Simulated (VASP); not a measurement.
# Al36BN34 (a cell with a defect) in VASP: settings compared, part 2 of 3

VASP 6.6.1.

## (4) Single point, PBE, collinear spin

Input file INCAR:

```
PREC = Accurate
ENCUT = 520
EDIFF = 1E-7
ISMEAR = -1
SIGMA = 0.01
LREAL = Auto
LASPH = True
NELM = 150
ALGO = Normal
ISIF = 2
LWAVE = False
LCHARG = False
ISPIN = 2
MAGMOM = 0 0 0 0 0 0 0 0 0 0 0 0 0 0.03 0 0 0.01 0.03 0 0 0 0 0 0 0 0 0 0 0 0.02 0 0 0 0 0 0 0.02 0 0 0 0.05 0 0 0 0 0 0 0 0.04 0 0.05 0.05 0 0.02 0.03 0 0 0 0 0 0 0 0.05 0.06 0 0.01 0.01 0 0 0 0.63
LORBIT = 11
NUPDOWN = 2.0
GGA = PE
NBANDS = 186
NELECT = 280.0
```

Input file KPOINTS:

```
Automatic mesh
0
Gamma
  1 1 1
  0.25 0.25 0.25
```

Input file POSCAR:

```
Al36BN34
1.0
    9.3892708692      0.0000000866      0.0000000000
   -4.6946355096      8.1313470524      0.0000000000
    0.0000000000      0.0000000000     10.0348065929
Al N B
36 34 1
Direct
    0.2152250862      0.1071220538      0.2508579786
    0.1119598647      0.2239285606      0.5008183479
    0.2204478322      0.1109407955      0.7509335917
    0.1103558149      0.2233704800      1.0007171495
    0.2231064300      0.4458308194      0.2516003989
    0.1113255838      0.5564986343      0.5015777996
    0.2202610110      0.4444453729      0.7516331601
    0.1105752126      0.5556938156      1.0019072125
    0.2208109851      0.7769051048      0.2513668967
    0.1102523161      0.8876045211      0.5014360600
    0.2219358433      0.7780121017      0.7514289450
    0.1103517871      0.8880631875      1.0011483999
    0.5572463538      0.1074041714      0.2510806263
    0.4349921212      0.2052712312      0.5013823630
    0.5563955279      0.1110596352      0.7507070509
    0.4427509963      0.2202566558      0.9928131058
    0.5493588720      0.4353678610      0.2251431267
    0.4425391963      0.5656289620      0.5080845258
    0.5561154147      0.4454779003      0.7467718140
    0.4422699192      0.5575181198      0.9955392409
    0.5554268594      0.7761314744      0.2506060272
    0.4428258927      0.8872147708      0.5016453096
    0.5572463090      0.7813402436      0.7523186970
    0.4430774542      0.8882378584      1.0006378327
    0.8881569975      0.1112289474      0.2519309790
    0.7781213538      0.2245101851      0.5011661642
    0.8889120850      0.1120741161      0.7507439485
    0.7783104401      0.2234208866      1.0007212344
    0.8875420427      0.4460865680      0.2518849559
    0.7901328362      0.5667517803      0.5092292431
    0.8905278833      0.4447632288      0.7521974634
    0.7804559402      0.5576619393      0.9962306817
    0.8862182197      0.7759068996      0.2509304896
    0.7787289843      0.8908818759      0.5007714524
    0.8903911735      0.7816421345      0.7528084629
    0.7778349477      0.8903952103      1.0017768521
    0.2181283109      0.1071877711      0.4391512253
    0.1122507868      0.2231947492      0.1915266845
    0.2206545791      0.1109646011      0.9424111124
    0.1115345616      0.2225995210      0.6912116729
    0.2228453097      0.4466085583      0.4421445684
    0.1101352105      0.5549633330      0.1924112724
    0.2198489108      0.4441932025      0.9409665646
    0.1115010240      0.5562695091      0.6913801299
    0.2217596379      0.7781502365      0.4417174993
    0.1102882339      0.8881435979      0.1911619784
    0.2213677246      0.7779169343      0.9417591211
    0.1117732934      0.8897000793      0.6916803758
    0.5544924327      0.1074298300      0.4396035257
    0.5552667332      0.1111532247      0.9420534417
    0.4433157204      0.2205649667      0.6919864248
    0.4418749160      0.5554875938      0.1850532962
    0.5546772994      0.4442728504      0.9421379309
    0.4437487487      0.5580822485      0.6965891620
    0.5560729404      0.7819144884      0.4408365156
    0.4430214197      0.8883023653      0.1909142094
    0.5562568025      0.7805608782      0.9415780121
    0.4444123257      0.8895974462      0.6915985872
    0.8894231319      0.1138445566      0.4415646308
    0.7764814545      0.2233841205      0.1915931877
    0.8885359773      0.1122928329      0.9418547640
    0.7776667545      0.2229587697      0.6914475701
    0.8897491136      0.4469009851      0.4423192072
    0.7779993359      0.5555275310      0.1862039161
    0.8892692555      0.4443924776      0.9415850977
    0.7818749479      0.5587841805      0.6977163615
    0.8920248237      0.7825218015      0.4411895108
    0.7775609597      0.8893387927      0.1922245227
    0.8892228018      0.7806696843      0.9420777317
    0.7783027103      0.8900929179      0.6912791166
    0.5556724165      0.4418750211      0.4292946086
```

Potentials or basis: VASP PAW PBE potentials, release 64 (Al, N, B).

The run is started by

```console
> cat potpaw_PBE.64/Al/POTCAR potpaw_PBE.64/N/POTCAR potpaw_PBE.64/B/POTCAR > POTCAR
> mpirun -np 1 vasp_std > vasp.out
```

OUTCAR:

```text
PREC = Accurate
   ENCUT = 520
   EDIFF = 1E-7
   ISMEAR = -1
   LREAL = Auto
   LASPH = True
   NELM = 150
   ISIF = 2
   ISPIN = 2
   LORBIT = 11
   NUPDOWN = 2.0
   GGA = PE
   NELECT = 280.0

 ion  position               nearest neighbor table
   1  0.215  0.107  0.251-  38 1.88  46 1.88  37 1.89  12 3.07   2 3.08  10 3.08  14 3.09   4 3.09
                            25 3.09  33 3.10  17 3.12   9 3.13   5 3.14  16 3.18  13 3.21
   2  0.112  0.224  0.501-  41 1.90  59 1.90  40 1.91  37 1.92   1 3.08   5 3.08   3 3.09  25 3.09
                             7 3.09  27 3.10  14 3.12   6 3.13  34 3.13  26 3.14  10 3.15  18 3.16
   3  0.220  0.111  0.751-  40 1.89  48 1.89  51 1.91  39 1.92  16 3.03  14 3.05   2 3.09   4 3.09
                            10 3.09  35 3.10  12 3.10  27 3.12   7 3.13  11 3.13  19 3.15  15 3.15
   4  0.110  0.223  0.001-  43 1.89  61 1.90  39 1.90  38 1.91   7 3.08  27 3.09   1 3.09   3 3.09
                             5 3.10  25 3.10  28 3.12   8 3.12  36 3.12  20 3.13  16 3.14  12 3.15
   5  0.223  0.446  0.252-  52 1.90  42 1.90  38 1.91  41 1.91   2 3.08   8 3.09   6 3.09   4 3.10
                            21 3.11   9 3.12  17 3.12  20 3.13  18 3.13  25 3.14   1 3.14  29 3.15
   6  0.111  0.556  0.502-  41 1.90  63 1.90  45 1.90  44 1.90  30 3.07  18 3.07   9 3.08   7 3.09
                            11 3.09  31 3.09   5 3.09  29 3.10  22 3.11  10 3.11  26 3.12   2 3.13
   7  0.220  0.444  0.752-  44 1.89  54 1.90  43 1.90  40 1.90  18 3.04  20 3.04   4 3.08   6 3.09
                             8 3.09   2 3.09  31 3.10  27 3.12  11 3.12   3 3.13  19 3.15  23 3.16
   8  0.111  0.556  0.002-  43 1.90  65 1.90  47 1.91  42 1.91  31 3.08   9 3.08   7 3.09   5 3.09
                            29 3.10  11 3.10  20 3.11  32 3.11   4 3.12  28 3.12  12 3.12  24 3.12
   9  0.221  0.777  0.251-  42 1.90  46 1.90  56 1.91  45 1.91   8 3.08   6 3.08  10 3.09  12 3.09
                            22 3.09  24 3.10  29 3.12   5 3.12   1 3.13  13 3.13  33 3.14  21 3.15
  10  0.110  0.888  0.501-  67 1.88  37 1.89  45 1.89  48 1.91  30 3.01  14 3.02   1 3.08  11 3.09
                             9 3.09  35 3.09   3 3.09  33 3.10   6 3.11  22 3.12  34 3.13   2 3.15
  11  0.222  0.778  0.751-  48 1.90  44 1.90  58 1.91  47 1.91  24 3.08  22 3.08  12 3.09   6 3.09
                            10 3.09   8 3.10  31 3.12   7 3.12  35 3.13  23 3.13   3 3.13  15 3.13
  12  0.110  0.888  0.001-  69 1.89  47 1.89  39 1.91  46 1.91  35 3.07   1 3.07  11 3.09   9 3.09
                             3 3.10  33 3.10  32 3.10  16 3.12   8 3.12  24 3.12  36 3.13   4 3.15
  13  0.557  0.107  0.251-  60 1.88  56 1.88  49 1.89  24 3.08  14 3.09  26 3.09  22 3.09  25 3.09
                            28 3.09  21 3.10  17 3.13   9 3.13  29 3.14  16 3.18   1 3.21
[... 2276 lines left out ...]
  --------------------------------------------------------------------------------------
  -------------------------------------------------------------------------------------
  Total       -5.7222639     -2.6981480     -1.7456302     -0.3351184      1.2231867      0.2892178
  in kB      -11.9667189     -5.6425183     -3.6505598     -0.7008183      2.5579965      0.6048286
  external PRESSURE =      -7.0865990 kB  Pullay stress =       0.0000000 kB

 VOLUME and BASIS-vectors are now :
 -----------------------------------------------------------------------------
  energy-cutoff  :      520.00
  volume of cell :      766.13
      direct lattice vectors                 reciprocal lattice vectors
     9.389270869  0.000000087  0.000000000     0.106504542  0.061490427  0.000000000
    -4.694635510  8.131347052  0.000000000    -0.000000001  0.122980853  0.000000000
     0.000000000  0.000000000 10.034806593     0.000000000  0.000000000  0.099653141

 POSITION                                       TOTAL-FORCE (eV/Angst)
 -----------------------------------------------------------------------------------
      1.51791      0.87105      2.51731        -0.018201      0.015715     -0.014027
     -0.00004      1.82084      5.02562        -0.050074      0.058163      0.005454
      1.54902      0.90210      7.53547         0.029165     -0.008417      0.011024
     -0.01248      1.81630      0.00720        -0.029638      0.015759      0.005698
      0.00179      3.62521      2.52476         0.020209     -0.012244      0.014695
     -1.56729      4.52508      5.03324        -0.014597     -0.023615     -0.021747
[... 63 lines left out ...]
      3.12903      7.23765      6.93685        -0.027753      0.023897     -0.008867
      3.14292      3.59304      4.30789        -0.063532     -0.009411     -0.044379
 -----------------------------------------------------------------------------------
    total drift:                               -0.003428     -0.003283      0.045817

  FREE ENERGIE OF THE ION-ELECTRON SYSTEM (eV)
  ---------------------------------------------------
  free  energy   TOTEN  =      -523.8009729111 eV

  energy  without entropy=     -523.8009729111  energy(sigma->0) =     -523.80097291

 total charge

# of ion       s       p       d       tot
------------------------------------------
    1        0.374   0.401   0.000   0.776
    2        0.365   0.424   0.000   0.788
    3        0.367   0.430   0.000   0.798
    4        0.366   0.430   0.000   0.796
    5        0.365   0.426   0.000   0.792
    6        0.368   0.434   0.000   0.802
[... 63 lines left out ...]
   70        1.223   2.621   0.000   3.845
   71        0.768   1.165   0.000   1.932
--------------------------------------------------
tot         55.703 105.611   0.000 161.314

 magnetization (x)

# of ion       s       p       d       tot
------------------------------------------
    1       -0.000  -0.000   0.000  -0.000
    2       -0.000  -0.000   0.000  -0.000
    3        0.000   0.001   0.000   0.001
    4        0.000   0.000   0.000   0.000
    5       -0.000  -0.000   0.000  -0.000
    6        0.003   0.005   0.000   0.009
[... 63 lines left out ...]
   70        0.000   0.000   0.000   0.000
   71        0.029   0.555   0.000   0.584
--------------------------------------------------
tot          0.102   1.006   0.000   1.107
```

OSZICAR:

```text
N       E                     dE             d eps       ncg     rms          rms(c)
DAV:   1     0.119917681480E+04    0.11992E+04   -0.12901E+05  4464   0.135E+03
DAV:   2    -0.467405365164E+03   -0.16666E+04   -0.16017E+04  5560   0.271E+02
DAV:   3    -0.602499776992E+03   -0.13509E+03   -0.13398E+03  5288   0.813E+01
DAV:   4    -0.604768124105E+03   -0.22683E+01   -0.22596E+01  5312   0.114E+01
DAV:   5    -0.604813700816E+03   -0.45577E-01   -0.45530E-01  5344   0.157E+00    0.502E+01
DAV:   6    -0.523332635710E+03    0.81481E+02   -0.35284E+02  5088   0.355E+01    0.178E+01
DAV:   7    -0.524017477314E+03   -0.68484E+00   -0.11370E+01  4960   0.703E+00    0.119E+01
DAV:   8    -0.523806926624E+03    0.21055E+00   -0.11582E+00  5224   0.307E+00    0.247E+00
DAV:   9    -0.523799547117E+03    0.73795E-02   -0.28303E-01  5136   0.139E+00    0.127E+00
DAV:  10    -0.523794881853E+03    0.46653E-02   -0.52619E-02  5160   0.529E-01    0.748E-01
DAV:  11    -0.523798616983E+03   -0.37351E-02   -0.11135E-02  5400   0.265E-01    0.380E-01
DAV:  12    -0.523800464577E+03   -0.18476E-02   -0.32031E-03  5040   0.155E-01    0.162E-01
DAV:  13    -0.523800882807E+03   -0.41823E-03   -0.91772E-04  4920   0.876E-02    0.572E-02
DAV:  14    -0.523800957582E+03   -0.74775E-04   -0.24723E-04  5208   0.400E-02    0.275E-02
DAV:  15    -0.523800968130E+03   -0.10548E-04   -0.49083E-05  5176   0.150E-02    0.198E-02
DAV:  16    -0.523800971668E+03   -0.35384E-05   -0.15372E-05  5160   0.884E-03    0.100E-02
DAV:  17    -0.523800972842E+03   -0.11737E-05   -0.43824E-06  5120   0.500E-03    0.326E-03
DAV:  18    -0.523800972911E+03   -0.69138E-07   -0.74354E-07  4856   0.224E-03
   1 F= -.52380097E+03 E0= -.52380097E+03  d E =-.489266E-13  mag=     2.0000
```

It took 56 min on 1 thread of Intel Xeon Platinum 8488C (Sapphire Rapids), shared host; peak memory 1.7 GiB.

What came out:

| Item | Value |
| --- | --- |
| Free energy | -523.8010 eV |
| Largest force | 0.088 eV/Å |
| Net moment | 2.00 μB per cell |
| Site moments | Al -0.00, +0.00, +0.01, +0.06, +0.02, +0.04 (each value once); N +0.02, +0.00, +0.04, +0.03, -0.00, +0.01, +0.05 (each value once); B +0.58 μB |
| Valence electrons inside the program's atomic spheres | Al 0.78, 0.79, 0.80, 0.81, 0.77, 0.82 (each value once); N 3.85, 3.84, 3.83, 3.82 (each value once); B 1.93 |

Forces in eV/Å, atoms in the order of the input:
```
Al  -0.018  0.016 -0.014
Al  -0.050  0.058  0.005
Al   0.029 -0.008  0.011
Al  -0.030  0.016  0.006
Al   0.020 -0.012  0.015
Al  -0.015 -0.024 -0.022
Al   0.037 -0.002 -0.002
Al  -0.022  0.010 -0.001
Al   0.069 -0.024  0.007
Al   0.034 -0.006  0.048
Al   0.031 -0.019  0.001
Al  -0.022  0.021 -0.034
Al   0.036 -0.018 -0.001
Al   0.038  0.004  0.042
Al   0.013 -0.012 -0.003
Al  -0.021  0.039 -0.009
Al   0.041  0.002  0.038
Al  -0.021 -0.003  0.009
Al   0.003 -0.009 -0.015
Al  -0.010  0.011 -0.003
Al  -0.022 -0.027 -0.012
Al  -0.001  0.029 -0.024
Al   0.020 -0.036  0.001
Al  -0.020  0.012  0.019
Al   0.012  0.033 -0.024
Al  -0.029  0.020 -0.014
Al   0.025 -0.016  0.004
Al  -0.023  0.018  0.021
Al   0.038 -0.041  0.008
Al   0.047 -0.033  0.011
Al   0.034 -0.013  0.003
Al  -0.039  0.000 -0.014
Al  -0.053  0.004  0.012
Al  -0.084  0.023  0.010
Al   0.019 -0.011  0.017
Al  -0.031  0.017 -0.003
N    0.009  0.007  0.006
N   -0.033 -0.009  0.019
N    0.033 -0.021  0.001
N   -0.038  0.014 -0.008
N    0.032 -0.014 -0.001
N   -0.045  0.028 -0.007
N    0.035 -0.017  0.007
N   -0.043  0.025  0.003
N    0.020 -0.011  0.000
N    0.021  0.010 -0.015
N    0.032 -0.017  0.002
N   -0.044  0.027 -0.016
N    0.009 -0.008 -0.015
N    0.039 -0.026  0.027
N   -0.025  0.006 -0.005
N   -0.022  0.036  0.035
N    0.026 -0.013 -0.020
N   -0.057  0.037  0.024
N    0.039 -0.019  0.008
N   -0.009  0.022  0.001
N    0.040 -0.019  0.005
N   -0.039  0.021  0.005
N    0.049 -0.030  0.000
N   -0.019 -0.014  0.020
N    0.040 -0.027 -0.005
N   -0.044  0.017 -0.001
N    0.000  0.006  0.017
N    0.028 -0.005 -0.072
N    0.038 -0.017 -0.006
N   -0.045  0.012 -0.026
N    0.008 -0.029 -0.027
N   -0.021  0.019  0.003
N    0.042 -0.026 -0.002
N   -0.028  0.024 -0.009
B   -0.064 -0.009 -0.044
```

Caveat: the k points lie up to 0.39 Å⁻¹ apart; the cell carries a net charge on a neutralising background, which shifts energy and pressure; the cell is charged against a uniform background, so pressure and absolute levels hang on convention; the total moment is fixed, so each spin has its own Fermi level and the state may be an excited one.

(Part 2 of 3 ends here.)
